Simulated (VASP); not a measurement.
# Fe (Immm) in VASP: notebook

Runs on Fe. Level: PBE. Tasks: single point.

Program: VASP 6.6.1. These are calculated values, not measurements. Logs are shortened: lines on timing, memory, paths and dates and some standing lists are left out, and cuts for length are marked.

### 1 The cell of the first run

It takes space group Immm (No. 71, orthorhombic). The conventional cell has a = 2.520 Å, b = 2.832 Å, c = 2.964 Å, α = 90.00°, β = 90.00°, γ = 90.00°. Fe (site symmetry mmm) has 14 Fe at 2.41 to 2.96 Å within 3.2 Å.

### 2 Single point, PBE, collinear spin, ferromagnetic start (normal strain along x -0.1100, normal strain along z +0.0467)

Input file INCAR:

```
SYSTEM = Fe
PREC = Accurate
ENCUT = 520
EDIFF = 1E-6
ISMEAR = 0
SIGMA = 0.15
LREAL = .False.
LASPH = .True.
NELM = 150
ALGO = Normal
ISIF = 2
LWAVE = .False.
LCHARG = .False.
ISPIN = 2
MAGMOM = 2.44
LORBIT = 11
LMAXMIX = 4
GGA = PE
NBANDS = 14
```

Input file KPOINTS:

```
regular mesh
0
Gamma
  10 10 10
  0 0 0
```

Input file POSCAR:

```
Fe
1.0
   -1.2600398249      1.4157750842      1.4818917806
    1.2600398249     -1.4157750842      1.4818917806
    1.2600398249      1.4157750842     -1.4818917806
Fe
1
Direct
    0.0000000000      0.0000000000      0.0000000000
```

Potentials or basis: VASP PAW PBE potentials, release 64 (Fe).

On the command line:

```sh
> cat potpaw_PBE.64/Fe/POTCAR > POTCAR
> mpirun -np 1 vasp_std > vasp.out
```

OUTCAR:

```text
SYSTEM = Fe
   PREC = Accurate
   ENCUT = 520
   EDIFF = 1E-6
   ISMEAR = 0
   LREAL = .False.
   LASPH = .True.
   NELM = 150
   ISIF = 2
   ISPIN = 2
   LORBIT = 11
   GGA = PE

 ion  position               nearest neighbor table
   1  0.000  0.000  0.000-

  LATTYP: Found a body centered orthorhombic cell.
 ALAT       =     2.5200796498
 B/A-ratio  =     1.1235955057
 C/A-ratio  =     1.1760674157

  Lattice vectors:

 A1 = (  -1.2600398249,   1.4157750842,   1.4818917806)
 A2 = (   1.2600398249,  -1.4157750842,   1.4818917806)
 A3 = (   1.2600398249,   1.4157750842,  -1.4818917806)

Analysis of symmetry for initial positions (statically):
=====================================================================
 Subroutine PRICEL returns:
 Original cell was already a primitive cell.

 Routine SETGRP: Setting up the symmetry group for a
 body centered orthorhombic supercell.

 Subroutine GETGRP returns: Found  8 space group operations
 (whereof  8 operations were pure point group operations)
 out of a pool of  8 trial point group operations.

The static configuration has the point symmetry D_2h.

Analysis of symmetry for dynamics (positions and initial velocities):
=====================================================================
 Subroutine PRICEL returns:
 Original cell was already a primitive cell.

 Routine SETGRP: Setting up the symmetry group for a
 body centered orthorhombic supercell.

 Subroutine GETGRP returns: Found  8 space group operations
 (whereof  8 operations were pure point group operations)
 out of a pool of  8 trial point group operations.

The dynamic configuration has the point symmetry D_2h.

Analysis of structural, dynamic, and magnetic symmetry:
=====================================================================
 Subroutine PRICEL returns:
 Original cell was already a primitive cell.

 Routine SETGRP: Setting up the symmetry group for a
 body centered orthorhombic supercell.

 Subroutine GETGRP returns: Found  8 space group operations
 (whereof  8 operations were pure point group operations)
 out of a pool of  8 trial point group operations.

The overall configuration has the point symmetry D_2h.

 Subroutine INISYM returns: Found  8 space group operations
 (whereof  8 operations are pure point group operations),
 and found     1 'primitive' translations

----------------------------------------------------------------------------------------

                                     Primitive cell

  volume of cell :      10.5744

  direct lattice vectors                    reciprocal lattice vectors
    -1.260039825  1.415775084  1.481891781     0.000000000  0.353163441  0.337406555
     1.260039825 -1.415775084  1.481891781     0.396812855  0.000000000  0.337406555
     1.260039825  1.415775084 -1.481891781     0.396812855  0.353163441  0.000000000

  length of vectors
     2.405851762  2.405851762  2.405851762     0.488433822  0.520868145  0.531210747

  position of ions in fractional coordinates (direct lattice)
     0.000000000  0.000000000  0.000000000

  ion indices of the primitive-cell ions
   primitive index   ion index
                 1           1

----------------------------------------------------------------------------------------

 KPOINTS: regular mesh

Automatic generation of k-mesh.
 Grid dimensions read from file:
 generate k-points for:   10   10   10

 Generating k-lattice:

  Cartesian coordinates                     Fractional coordinates (reciprocal lattice)
     0.000000000  0.035316344  0.033740655     0.100000000  0.000000000 -0.000000000
     0.039681285  0.000000000  0.033740655     0.000000000  0.100000000  0.000000000
     0.039681285  0.035316344  0.000000000    -0.000000000  0.000000000  0.100000000

  Length of vectors
     0.048843382  0.052086815  0.053121075

  Shift w.r.t. Gamma in fractional coordinates (k-lattice)
     0.000000000  0.000000000  0.000000000

 Subroutine IBZKPT returns following result:
 ===========================================

 Found    171 irreducible k-points:

 Following reciprocal coordinates:
            Coordinates               Weight
  0.000000  0.000000  0.000000      1.000000
  0.100000  0.000000 -0.000000      4.000000
  0.200000  0.000000 -0.000000      4.000000
  0.300000  0.000000 -0.000000      4.000000
  0.400000  0.000000 -0.000000      4.000000
  0.500000  0.000000 -0.000000      2.000000
[... 16 lines left out ...]
 -0.400000  0.200000  0.000000      8.000000
 -0.300000  0.200000  0.000000      8.000000
 [... further k-points ...]
   k-points           NKPTS =    171   k-points in BZ     NKDIM =    171   number of bands    NBANDS=     14
   number of dos      NEDOS =    301   number of ions     NIONS =      1
   total plane-waves  NPLWV =   5832
   dimension x,y,z NGX =    18 NGY =   18 NGZ =   18
   dimension x,y,z NGXF=    36 NGYF=   36 NGZF=   36
   ions per type =               1
   NGX,Y,Z   is equivalent  to a cutoff of  12.44, 12.44, 12.44 a.u.
   NGXF,Y,Z  is equivalent  to a cutoff of  24.88, 24.88, 24.88 a.u.
 SYSTEM =  Fe
   PREC   = accura    normal or accurate (medium, high low for compatibility)
   ISTART =      0    job   : 0-new  1-cont  2-samecut
   ICHARG =      2    charge: 1-file 2-atom 10-const
   ISPIN  =      2    spin polarized calculation?
   LNONCOLLINEAR =      F non collinear calculations
   LSORBIT =      F    spin-orbit coupling
   LASPH  =      T    aspherical Exc in radial PAW
   ENCUT  =  520.0 eV  38.22 Ry    6.18 a.u.   4.47  4.47  4.47*2*pi/ulx,y,z
   NELM   =    150;   NELMIN=  2; NELMDL= -5     # of ELM steps
   EDIFF  = 0.1E-05   stopping-criterion for ELM
   LREAL  =      F    real-space projection
   EDIFFG = 0.1E-04   stopping-criterion for IOM
   NSW    =      0    number of steps for IOM
   IBRION =     -1    ionic relax: 0-MD 1-quasi-New 2-CG
   NFREE  =      0    steps in history (QN), initial steepest desc. (CG)
   ISIF   =      2    stress and relaxation
   ISYM   =      2    0-nonsym 1-usesym 2-fastsym
   POTIM  = 0.5000    time-step for ionic-motion
   TEBEG  =    0.0;   TEEND  =   0.0 temperature during run
   PSTRESS=    0.0 pullay stress
   NELECT =       8.0000    total number of electrons
   NUPDOWN=      -1.0000    fix difference up-down
   EMIN   =  10.00;   EMAX   =-10.00  energy-range for DOS
   EFERMI =   0.00;   METHOD = LEGACY
   ISMEAR =     0;   SIGMA  =   0.15  broadening in eV -4-tet -1-fermi 0-gaus
   EFERMI_NEDOS =   21; number of points for ismear=-14 and -15
   IALGO  =     38    algorithm
   IMIX   =      4    mixing-type and parameters
     AMIX     =   0.40;   BMIX     =  1.00
     AMIX_MAG =   1.60;   BMIX_MAG =  1.00
  volume/ion in A,a.u.               =      10.57        71.36
  Fermi-wavevector in a.u.,A,eV,Ry     =   1.491717  2.818937 30.275958  2.225220
  Thomas-Fermi vector in A             =   2.604337
   LORBIT       =     11    0 simple, 1 ext, 2 COOP (PROOUT), +10 PAW based schemes
   GGA     = PE    functional components
   LHFCALC =     F    Hartree Fock is set to
   AEXX    =    0.0000 exact exchange contribution
   IVDW    =     0    specifies the selected vdW correction
   LEPSILON=     F    determine dielectric tensor
   LRPA    =     F    only Hartree local field effects (RPA)
 spin polarized calculation
 Gauss-broadening in eV      SIGMA  =   0.15
  energy-cutoff  :      520.00
  volume of cell :       10.57
 maximum number of plane-waves:       301
 NGX is ok and might be reduce to    18
   NGX =  9   NGY =  9   NGZ =  9

 number of electron       7.9999997 magnetization       2.0418422

 Free energy of the ion-electron system (eV)
  ---------------------------------------------------
  ext. energy  EPLUGINS =         0.00000000
  ---------------------------------------------------
  free energy    TOTEN  =        -8.12796957 eV

  energy without entropy =       -8.11354747  energy(sigma->0) =       -8.12075852

 E-fermi :   6.6975     XC(G=0): -13.5273

 val. band max:        6.6968992496   @ k =  -0.3000   0.4000   0.3000
 cond. band min:       6.7007753081   @ k =   0.3000  -0.2000   0.2000
 fundamental gap:      0.0038760585
 Fermi energy:         6.6975151281

 spin component 1

 k-point     1 :       0.0000    0.0000    0.0000
  band No.  band energies     occupation
      1      -2.2775      1.00000
      2       3.6724      1.00000
      3       4.4890      1.00000
      4       4.6731      1.00000
      5       4.9545      1.00000
      6       5.8414      1.00000
      7      30.5983      0.00000
      8      31.3052      0.00000
      9      34.9956      0.00000
     10      36.9314      0.00000
     11      37.4631      0.00000
     12      39.3763      0.00000
     13      39.3978      0.00000
     14      41.2738      0.00000
[... 375 lines left out ...]
 k-point    24 :      -0.3000    0.2000    0.0000
  band No.  band energies     occupation
      1       0.4023      1.00000
      2       3.2869      1.00000
      3       4.0243      1.00000
      4       5.2586      1.00000
      5       5.6960      1.00000
      6       5.9370      1.00000
      7      24.3003      0.00000
      8      25.5156      0.00000
      9      29.5440      0.00000
     10      32.0322      0.00000
     11      38.0398      0.00000
     12      40.5706      0.00000
     13      43.8592      0.00000
     14      45.8195      0.00000

 [... further k-points ...]

 spin component 2

 k-point     1 :       0.0000    0.0000    0.0000
  band No.  band energies     occupation
      1      -2.0714      1.00000
      2       5.2245      1.00000
      3       6.3059      0.99989
      4       6.6041      0.81077
      5       7.2914      0.00000
      6       8.6587      0.00000
      7      30.4700      0.00000
      8      31.2459      0.00000
      9      34.8900      0.00000
     10      37.3322      0.00000
     11      38.0531      0.00000
     12      39.4032      0.00000
     13      40.3339      0.00000
     14      42.2927      0.00000
[... 375 lines left out ...]
 k-point    24 :      -0.3000    0.2000    0.0000
  band No.  band energies     occupation
      1       0.7181      1.00000
      2       4.8087      1.00000
      3       5.7949      1.00000
      4       7.3778      0.00000
      5       7.9087      0.00000
      6       8.4143      0.00000
      7      24.8607      0.00000
      8      26.0163      0.00000
      9      30.0223      0.00000
     10      32.4267      0.00000
     11      38.5707      0.00000
     12      40.6985      0.00000
     13      44.3157      0.00000
     14      46.1716      0.00000

 [... further k-points ...]
[... 5 lines left out ...]
  --------------------------------------------------------------------------------------
  -------------------------------------------------------------------------------------
  Total        2.2794195      0.6409551      0.5121060      0.0000000      0.0000000      0.0000000
  in kB      345.3662001     97.1143004     77.5917260      0.0000000      0.0000000      0.0000000
  external PRESSURE =     173.3574089 kB  Pullay stress =       0.0000000 kB

 VOLUME and BASIS-vectors are now :
 -----------------------------------------------------------------------------
  energy-cutoff  :      520.00
  volume of cell :       10.57
      direct lattice vectors                 reciprocal lattice vectors
    -1.260039825  1.415775084  1.481891781     0.000000000  0.353163441  0.337406555
     1.260039825 -1.415775084  1.481891781     0.396812855  0.000000000  0.337406555
     1.260039825  1.415775084 -1.481891781     0.396812855  0.353163441  0.000000000

 POSITION                                       TOTAL-FORCE (eV/Angst)
 -----------------------------------------------------------------------------------
      0.00000      0.00000      0.00000        -0.000000      0.000000      0.000000
 -----------------------------------------------------------------------------------
    total drift:                               -0.000000      0.000000      0.000000

  FREE ENERGIE OF THE ION-ELECTRON SYSTEM (eV)
  ---------------------------------------------------
  free  energy   TOTEN  =        -8.1279695729 eV

  energy  without entropy=       -8.1135474689  energy(sigma->0) =       -8.12075852

 total charge

# of ion       s       p       d       tot
------------------------------------------
    1        0.524   0.610   6.302   7.436

 magnetization (x)

# of ion       s       p       d       tot
------------------------------------------
    1       -0.012  -0.047   2.082   2.024
```

It took 19 s on 1 thread of Intel Xeon 6975P-C (Granite Rapids), shared host; peak memory 0.15 GiB.

What came out:

- Free energy: -8.1280 eV
- Pressure: 17.3 GPa
- Net moment: 2.04 μB per cell
- Site moments: Fe +2.02 μB
- Valence electrons inside the program's atomic spheres: Fe 7.44

Caveat: the cell differs from its parent crystal (normal strain along x -0.1100, normal strain along z +0.0467).

### 3 Single point, PBE, collinear spin, ferromagnetic start (normal strain along x -0.0733, normal strain along z +0.0233)

Input file INCAR:

```
ALGO = Fast
EDIFF = 1E-7
ENCUT = 520
GGA = PE
ISIF = 2
ISMEAR = 0
ISPIN = 2
LASPH = True
LCHARG = False
LMAXMIX = 4
LORBIT = 11
LREAL = False
LWAVE = False
MAGMOM = 2.44
NBANDS = 14
NELM = 150
PREC = Accurate
SIGMA = 0.15
```

Input file KPOINTS:

```
k-points
0
Gamma
  10 10 10
```

Input file POSCAR:

```
Fe
1.0
   -1.3119987705      1.4157750842      1.4487626437
    1.3119987705     -1.4157750842      1.4487626437
    1.3119987705      1.4157750842     -1.4487626437
Fe
1
Direct
    0.0000000000      0.0000000000      0.0000000000
```

Potentials or basis: VASP PAW PBE potentials, release 64 (Fe).

On the command line:

```sh
> cat potpaw_PBE.64/Fe/POTCAR > POTCAR
> mpirun -np 1 vasp_std > vasp.out
```

Run time: 24 s. Hardware: 1 thread of Intel Xeon 6975P-C (Granite Rapids), shared host; peak memory 0.15 GiB.

Results (log left out):

| Quantity | Value |
| --- | --- |
| Free energy | -8.1989 eV |
| Pressure | 12.3 GPa |
| Net moment | 2.10 μB per cell |
| Site moments | Fe +2.09 μB |
| Valence electrons inside the program's atomic spheres | Fe 7.39 |

Stress tensor (GPa, compression positive):
```
24.35  0.00  0.00
 0.00  7.03  0.00
 0.00  0.00  5.47
```

Levels at points of the mesh, in eV from the Fermi level:
Spin up:
```tsv
k point	band 2	band 3	band 4	band 5	band 6	band 7	band 8	band 9
(0.00, 0.00, 0.00)	-2.80	-2.29	-2.19	-1.47	-0.94	24.48	24.90	27.05
(0.50, 0.00, 0.00)	-3.16	-1.48	-1.13	-0.06	0.38	7.18	20.13	23.11
(0.00, 0.50, 0.00)	-3.76	-1.28	-0.54	0.43	0.65	8.05	18.43	20.48
(0.50, 0.50, 0.00)	-3.92	-1.09	-0.53	0.48	0.84	8.28	17.96	19.75
(0.50, 0.50, 0.50)	-5.12	0.08	0.13	0.28	8.68	9.56	12.74	15.15
```
Spin down:
| k point | band 1 | band 2 | band 3 | band 4 | band 5 | band 6 | band 7 | band 8 |
| --- | --- | --- | --- | --- | --- | --- | --- | --- |
| (0.00, 0.00, 0.00) | -8.64 | -1.10 | -0.44 | -0.28 | 1.07 | 1.87 | 24.28 | 24.73 |
| (0.50, 0.00, 0.00) | -4.07 | -1.44 | 0.05 | 0.85 | 1.65 | 2.52 | 8.52 | 20.10 |
| (0.00, 0.50, 0.00) | -4.04 | -2.16 | 0.79 | 1.33 | 2.08 | 2.53 | 9.37 | 18.52 |
| (0.50, 0.50, 0.00) | -4.03 | -2.37 | 0.99 | 1.55 | 2.10 | 2.55 | 9.60 | 18.09 |
| (0.50, 0.50, 0.50) | -3.59 | -3.37 | 2.22 | 2.23 | 2.28 | 8.96 | 9.84 | 13.03 |

Caveat: the cell differs from its parent crystal (normal strain along x -0.0733, normal strain along z +0.0233).
